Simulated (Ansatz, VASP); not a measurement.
**Two plane-wave programs on Sb**

```xyz
1
Lattice="3.1600 0.0000 0.0000 0.0000 3.1600 0.0829 0.0000 0.0829 3.1600" Properties=species:S:1:pos:R:3 pbc="T T T"
Sb    0.0000    0.0000    0.0000
```

Change from the starting cell: strain +0.0525 x Voigt [0, 0, 0, 1, 0, 0], atoms carried along.

Alike in both runs: task single point; functional PBEsol; k mesh 16 × 16 × 16; occupations gaussian, width 0.15 eV; no spin polarisation.

|  | VASP | Ansatz |
| --- | --- | --- |
| version | VASP 6.6.1 | Ansatz 0.2.0 |
| potentials or method | VASP PAW PBE potentials, release 64 (Sb), cutoff 520 eV | scalar-relativistic, plane waves, PAW |
| valence electrons in the cell | 5 | 15 |

```csv
,VASP,Ansatz,Ansatz less VASP
gap on the k mesh at the Fermi level (eV),none,none,-
pressure (GPa),-4.9,-4.9,-0.03
"traceless stress, the component that is largest in VASP (GPa)",-0.77,-0.77,-0.003
```

VASP's potentials were made for PBE, not for PBEsol. A gap of «none» marks a metal or a gap that the smearing closes. VASP's potentials hold 5 valence electrons a cell and Ansatz's 15, so a difference there can come from the potentials and not from the codes.

Spin-orbit coupling is off throughout.
